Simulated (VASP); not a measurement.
# Si (Fd-3m) in VASP: a series of runs

The runs below take Si through single point, with PBE.

Program: VASP 6.6.1. These are calculated values, not measurements. Logs are shortened: lines on timing, memory, paths and dates and some standing lists are left out, and cuts for length are marked.

**1. The cell of the first run**

Symmetry: Fd-3m, No. 227, cubic system. The conventional cell has a = 5.470 Å, b = 5.470 Å, c = 5.470 Å, α = 90.00°, β = 90.00°, γ = 90.00°. Si (site symmetry -43m) has 4 Si at 2.37 Å within 3.1 Å.

**2. Single point, PBE**

Input file INCAR:

```
SYSTEM = Si
ALGO = Normal
EDIFF = 1E-6
ENCUT = 500
GGA = PE
GGA_COMPAT = .False.
ISIF = 2
ISMEAR = 0
LASPH = .True.
LCHARG = .True.
LELF = .True.
LREAL = .False.
LVHAR = .True.
LWAVE = .False.
NBANDS = 11
NELM = 120
PREC = Accurate
SIGMA = 0.02
```

Input file KPOINTS:

```
k-points
0
Gamma
  8 8 8
  0 0 0
```

Input file POSCAR:

```
Si
1.0
    0.0000000000      2.7347957594      2.7347957594
    2.7347957594      0.0000000000      2.7347957594
    2.7347957594      2.7347957594      0.0000000000
Si
2
Direct
    0.7500000000      0.7500000000      0.7500000000
    0.5000000000      0.5000000000      0.5000000000
```

Potentials or basis: VASP PAW PBE potentials, release 64 (Si).

Command:

```bash
$ cat potpaw_PBE.64/Si/POTCAR > POTCAR
$ mpirun -np 1 vasp_std > vasp.out
```

OUTCAR:

```text
SYSTEM = Si
   EDIFF = 1E-6
   ENCUT = 500
   GGA = PE
   ISIF = 2
   ISMEAR = 0
   LASPH = .True.
   LREAL = .False.
   NELM = 120
   PREC = Accurate

 ion  position               nearest neighbor table
   1  0.750  0.750  0.750-   2 2.37   2 2.37   2 2.37   2 2.37
   2  0.500  0.500  0.500-   1 2.37   1 2.37   1 2.37   1 2.37

  LATTYP: Found a face centered cubic cell.
 ALAT       =     5.4695915188

  Lattice vectors:

 A1 = (   0.0000000000,   2.7347957594,   2.7347957594)
 A2 = (   2.7347957594,   0.0000000000,   2.7347957594)
 A3 = (   2.7347957594,   2.7347957594,   0.0000000000)

Analysis of symmetry for initial positions (statically):
=====================================================================
 Subroutine PRICEL returns:
 Original cell was already a primitive cell.

 Routine SETGRP: Setting up the symmetry group for a
 face centered cubic supercell.

 Subroutine GETGRP returns: Found 48 space group operations
 (whereof 24 operations were pure point group operations)
 out of a pool of 48 trial point group operations.

The static configuration has the point symmetry T_d .
 The point group associated with its full space group is O_h .

Analysis of symmetry for dynamics (positions and initial velocities):
=====================================================================
 Subroutine PRICEL returns:
 Original cell was already a primitive cell.

 Routine SETGRP: Setting up the symmetry group for a
 face centered cubic supercell.

 Subroutine GETGRP returns: Found 48 space group operations
 (whereof 24 operations were pure point group operations)
 out of a pool of 48 trial point group operations.

The dynamic configuration has the point symmetry T_d .
 The point group associated with its full space group is O_h .

 Subroutine INISYM returns: Found 48 space group operations
 (whereof 24 operations are pure point group operations),
 and found     1 'primitive' translations

----------------------------------------------------------------------------------------

                                     Primitive cell

  volume of cell :      40.9077

  direct lattice vectors                    reciprocal lattice vectors
     0.000000000  2.734795759  2.734795759    -0.182829010  0.182829010  0.182829010
     2.734795759  0.000000000  2.734795759     0.182829010 -0.182829010  0.182829010
     2.734795759  2.734795759  0.000000000     0.182829010  0.182829010 -0.182829010

  length of vectors
     3.867585253  3.867585253  3.867585253     0.316669134  0.316669134  0.316669134

  position of ions in fractional coordinates (direct lattice)
     0.750000000  0.750000000  0.750000000
     0.500000000  0.500000000  0.500000000

  ion indices of the primitive-cell ions
   primitive index   ion index
                 1           1
                 2           2

----------------------------------------------------------------------------------------

 KPOINTS: k-points

Automatic generation of k-mesh.
 Grid dimensions read from file:
 generate k-points for:    8    8    8

 Generating k-lattice:

  Cartesian coordinates                     Fractional coordinates (reciprocal lattice)
    -0.022853626  0.022853626  0.022853626     0.125000000  0.000000000  0.000000000
     0.022853626 -0.022853626  0.022853626     0.000000000  0.125000000  0.000000000
     0.022853626  0.022853626 -0.022853626     0.000000000  0.000000000  0.125000000

  Length of vectors
     0.039583642  0.039583642  0.039583642

  Shift w.r.t. Gamma in fractional coordinates (k-lattice)
     0.000000000  0.000000000  0.000000000

 Subroutine IBZKPT returns following result:
 ===========================================

 Found     29 irreducible k-points:

 Following reciprocal coordinates:
            Coordinates               Weight
  0.000000  0.000000  0.000000      1.000000
  0.125000  0.000000  0.000000      8.000000
  0.250000  0.000000  0.000000      8.000000
  0.375000  0.000000  0.000000      8.000000
  0.500000  0.000000  0.000000      4.000000
  0.125000  0.125000  0.000000      6.000000
[... 16 lines left out ...]
  0.500000  0.250000  0.125000     48.000000
 -0.375000  0.250000  0.125000     24.000000
 [... further k-points ...]
   k-points           NKPTS =     29   k-points in BZ     NKDIM =     29   number of bands    NBANDS=     11
   number of dos      NEDOS =    301   number of ions     NIONS =      2
   total plane-waves  NPLWV =  21952
   dimension x,y,z NGX =    28 NGY =   28 NGZ =   28
   dimension x,y,z NGXF=    56 NGYF=   56 NGZF=   56
   ions per type =               2
   NGX,Y,Z   is equivalent  to a cutoff of  12.04, 12.04, 12.04 a.u.
   NGXF,Y,Z  is equivalent  to a cutoff of  24.07, 24.07, 24.07 a.u.
 SYSTEM =  Si
   PREC   = accura    normal or accurate (medium, high low for compatibility)
   ISTART =      0    job   : 0-new  1-cont  2-samecut
   ICHARG =      2    charge: 1-file 2-atom 10-const
   ISPIN  =      1    spin polarized calculation?
   LNONCOLLINEAR =      F non collinear calculations
   LSORBIT =      F    spin-orbit coupling
   LASPH  =      T    aspherical Exc in radial PAW
   ENCUT  =  500.0 eV  36.75 Ry    6.06 a.u.   7.05  7.05  7.05*2*pi/ulx,y,z
   NELM   =    120;   NELMIN=  2; NELMDL= -5     # of ELM steps
   EDIFF  = 0.1E-05   stopping-criterion for ELM
   LREAL  =      F    real-space projection
   EDIFFG = 0.1E-04   stopping-criterion for IOM
   NSW    =      0    number of steps for IOM
   IBRION =     -1    ionic relax: 0-MD 1-quasi-New 2-CG
   NFREE  =      0    steps in history (QN), initial steepest desc. (CG)
   ISIF   =      2    stress and relaxation
   ISYM   =      2    0-nonsym 1-usesym 2-fastsym
   POTIM  = 0.5000    time-step for ionic-motion
   TEBEG  =    0.0;   TEEND  =   0.0 temperature during run
   PSTRESS=    0.0 pullay stress
   NELECT =       8.0000    total number of electrons
   NUPDOWN=      -1.0000    fix difference up-down
   EMIN   =  10.00;   EMAX   =-10.00  energy-range for DOS
   EFERMI =   0.00;   METHOD = LEGACY
   ISMEAR =     0;   SIGMA  =   0.02  broadening in eV -4-tet -1-fermi 0-gaus
   EFERMI_NEDOS =   21; number of points for ismear=-14 and -15
   IALGO  =     38    algorithm
   IMIX   =      4    mixing-type and parameters
     AMIX     =   0.40;   BMIX     =  1.00
     AMIX_MAG =   1.60;   BMIX_MAG =  1.00
  volume/ion in A,a.u.               =      20.45       138.03
  Fermi-wavevector in a.u.,A,eV,Ry     =   0.950247  1.795707 12.285649  0.902970
  Thomas-Fermi vector in A             =   2.078606
   LORBIT       =      0    0 simple, 1 ext, 2 COOP (PROOUT), +10 PAW based schemes
   GGA     = PE    functional components
   LHFCALC =     F    Hartree Fock is set to
   AEXX    =    0.0000 exact exchange contribution
   IVDW    =     0    specifies the selected vdW correction
   LEPSILON=     F    determine dielectric tensor
   LRPA    =     F    only Hartree local field effects (RPA)
 non-spin polarized calculation
 Gauss-broadening in eV      SIGMA  =   0.02
  energy-cutoff  :      500.00
  volume of cell :       40.91
 maximum number of plane-waves:      1056
   NGX = 15   NGY = 15   NGZ = 15

 number of electron       8.0000000 magnetization

 Free energy of the ion-electron system (eV)
  ---------------------------------------------------
  ext. energy  EPLUGINS =         0.00000000
  ---------------------------------------------------
  free energy    TOTEN  =       -10.84606728 eV

  energy without entropy =      -10.84606728  energy(sigma->0) =      -10.84606728

 E-fermi :   5.7129     XC(G=0):  -9.3248

 val. band max:        5.6126324598   @ k =   0.0000   0.0000   0.0000
 cond. band min:       6.2633638290   @ k =   0.3750   0.3750   0.0000
 fundamental gap:      0.6507313691
 Fermi energy:         5.7129060497

 k-point     1 :       0.0000    0.0000    0.0000
  band No.  band energies     occupation
      1      -6.1991      2.00000
      2       5.6126      2.00000
      3       5.6126      2.00000
      4       5.6126      2.00000
      5       8.1689      0.00000
      6       8.1689      0.00000
      7       8.1689      0.00000
      8       8.7411      0.00000
      9      13.3210      0.00000
     10      13.3210      0.00000
     11      13.4878      0.00000

 k-point     2 :       0.1250    0.0000    0.0000
  band No.  band energies     occupation
      1      -5.9987      2.00000
      2       4.0220      2.00000
      3       5.3303      2.00000
      4       5.3303      2.00000
      5       8.0541      0.00000
      6       8.5842      0.00000
      7       8.5842      0.00000
      8      10.1414      0.00000
      9      12.8483      0.00000
     10      12.8483      0.00000
     11      14.2634      0.00000

 k-point     3 :       0.2500    0.0000    0.0000
  band No.  band energies     occupation
      1      -5.4145      2.00000
      2       1.7271      2.00000
      3       4.8678      2.00000
      4       4.8678      2.00000
      5       7.5702      0.00000
      6       9.1020      0.00000
      7       9.1020      0.00000
      8      12.3599      0.00000
      9      12.7992      0.00000
     10      12.7992      0.00000
     11      14.5404      0.00000

 k-point     4 :       0.3750    0.0000    0.0000
  band No.  band energies     occupation
      1      -4.5404      2.00000
      2      -0.2565      2.00000
      3       4.5452      2.00000
      4       4.5452      2.00000
      5       7.2056      0.00000
      6       9.0653      0.00000
      7       9.0653      0.00000
      8      13.4487      0.00000
      9      14.1505      0.00000
     10      14.1505      0.00000
     11      15.1208      0.00000
[... 239 lines left out ...]
 k-point    22 :       0.3750    0.2500    0.1250
  band No.  band energies     occupation
      1      -4.8947      2.00000
      2       1.3449      2.00000
      3       2.9617      2.00000
      4       4.2130      2.00000
      5       8.0555      0.00000
      6       9.4380      0.00000
      7       9.8155      0.00000
      8      11.0521      0.00000
      9      13.3239      0.00000
     10      15.7150      0.00000
     11      16.5745      0.00000

 k-point    23 :       0.5000    0.2500    0.1250
  band No.  band energies     occupation
      1      -4.0256      2.00000
      2      -0.1741      2.00000
      3       2.3578      2.00000
      4       3.7258      2.00000
      5       8.4765      0.00000
      6       9.1418      0.00000
      7      10.5894      0.00000
      8      11.4897      0.00000
      9      14.5416      0.00000
     10      15.2372      0.00000
     11      17.5130      0.00000

 k-point    24 :      -0.3750    0.2500    0.1250
  band No.  band energies     occupation
      1      -3.3918      2.00000
      2      -1.0931      2.00000
      3       2.2264      2.00000
      4       3.5030      2.00000
      5       8.6353      0.00000
      6       8.7590      0.00000
      7      11.4581      0.00000
      8      12.6777      0.00000
      9      12.9179      0.00000
     10      16.1189      0.00000
     11      17.1630      0.00000

 [... further k-points ...]
[... 5 lines left out ...]
  --------------------------------------------------------------------------------------
  -------------------------------------------------------------------------------------
  Total       -0.0103558     -0.0103558     -0.0103558     -0.0000000      0.0000000      0.0000000
  in kB       -0.4055907     -0.4055907     -0.4055907     -0.0000000      0.0000000      0.0000000
  external PRESSURE =      -0.4055907 kB  Pullay stress =       0.0000000 kB

 VOLUME and BASIS-vectors are now :
 -----------------------------------------------------------------------------
  energy-cutoff  :      500.00
  volume of cell :       40.91
      direct lattice vectors                 reciprocal lattice vectors
     0.000000000  2.734795759  2.734795759    -0.182829010  0.182829010  0.182829010
     2.734795759  0.000000000  2.734795759     0.182829010 -0.182829010  0.182829010
     2.734795759  2.734795759  0.000000000     0.182829010  0.182829010 -0.182829010

 POSITION                                       TOTAL-FORCE (eV/Angst)
 -----------------------------------------------------------------------------------
      4.10219      4.10219      4.10219         0.000000     -0.000000      0.000000
      2.73480      2.73480      2.73480         0.000000      0.000000     -0.000000
 -----------------------------------------------------------------------------------
    total drift:                                0.000000      0.000000     -0.000000

  FREE ENERGIE OF THE ION-ELECTRON SYSTEM (eV)
  ---------------------------------------------------
  free  energy   TOTEN  =       -10.8460672784 eV

  energy  without entropy=      -10.8460672784  energy(sigma->0) =      -10.84606728
```

It took 18 s on 1 thread of Intel Xeon 8259CL, shared host; peak memory 0.15 GiB.

Results:

```yaml
Free_energy: -10.8461 eV
Pressure: 0.0 GPa
Band_gap_on_the_k_mesh: 0.65 eV, indirect (least direct gap 2.56 eV)
```

(Continued in part 2 of 2.)
